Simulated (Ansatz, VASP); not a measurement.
# TiB2 in VASP and in Ansatz

```xyz
3
Lattice="3.0292 -0.0151 -0.0151 -1.5277 2.6309 -0.0055 -0.0161 -0.0161 3.2284" Properties=species:S:1:pos:R:3 pbc="T T T"
Ti    0.0000    0.0000    0.0000
B    -0.0168    1.7408    1.6055
B     1.5022    0.8588    1.6023
```

Change from the starting cell: equal xy, yz and zx shear strains of -1 %.

Alike in both runs: task single point; functional PBEsol; k mesh 14 × 14 × 11; occupations fermi-dirac, width 0.03 eV; no spin polarisation.

|  | VASP | Ansatz |
| --- | --- | --- |
| version | VASP 6.6.1 | Ansatz 0.2.0 |
| potentials or method | VASP PAW PBE potentials, release 64 (Ti_sv, B), cutoff 520 eV | all-electron LAPW, scalar-relativistic |

```tsv
	VASP	Ansatz	Ansatz less VASP
pressure (GPa)	-4.7	-5.1	-0.43
traceless stress, the component that is largest in VASP (GPa)	3.00	3.00	-0.003
rms of the force components (eV/Å)	0.015	0.015	-0.0005
```

VASP's potentials were made for PBE, not for PBEsol. Atom by atom the forces differ by 0.001 eV/Å (rms over components). Ansatz ran all-electron here, and VASP with PAW potentials.
